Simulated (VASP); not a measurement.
Write the native input for VASP 6.6.1 that does the following.

```
Task                   : single point
Functional             : PBE
Potentials or basis    : VASP PAW PBE potentials, release 64 (Pd, Al)
Cutoff                 : 500 eV
k mesh                 : 7 × 7 × 7
Occupations            : fermi-dirac, width 0.05 eV
Spin                   : no spin polarisation
Dipole correction      : no
Further INCAR settings : ALGO = Normal; EDIFF = 1e-06; NBANDS = 18
```

The structure of Al3Pd lies in POSCAR:

```
Al3Pd
1.0
    3.9730492386      0.0000000000      0.0000000000
    0.0000000000      3.9730492386      0.0000000000
    0.0000000000      0.0000000000      3.9730492386
Pd Al
1 3
Direct
    0.0000000000      0.0000000000      0.0000000000
    0.5000000000      0.5000000000      0.0000000000
    0.5000000000      0.0000000000      0.5000000000
    0.0000000000      0.5000000000      0.5000000000
```

One way to write it, as run:

INCAR

```
PREC = Accurate
ENCUT = 500
EDIFF = 1E-6
ISMEAR = -1
SIGMA = 0.05
LREAL = False
LASPH = True
NELM = 120
ALGO = Normal
ISIF = 2
LWAVE = False
LCHARG = False
GGA = PE
NBANDS = 18
GGA_COMPAT = False
```

KPOINTS

```
regular mesh
0
Gamma
  7 7 7
```

Potentials or basis: VASP PAW PBE potentials, release 64 (Pd, Al).

Launch:

```console
$ cat potpaw_PBE.64/Pd/POTCAR potpaw_PBE.64/Al/POTCAR > POTCAR
$ mpirun -np 1 vasp_std > vasp.out
```

It gave:

```json
{
  "Pressure": "-0.8 GPa",
  "Band gap on the k mesh": "zero (an odd number of electrons rules out a gap without spin polarisation)"
}
```

Run time: 30 s on 1 thread of Intel Xeon 8259CL, with other jobs on the host, peak memory 0.17 GiB.
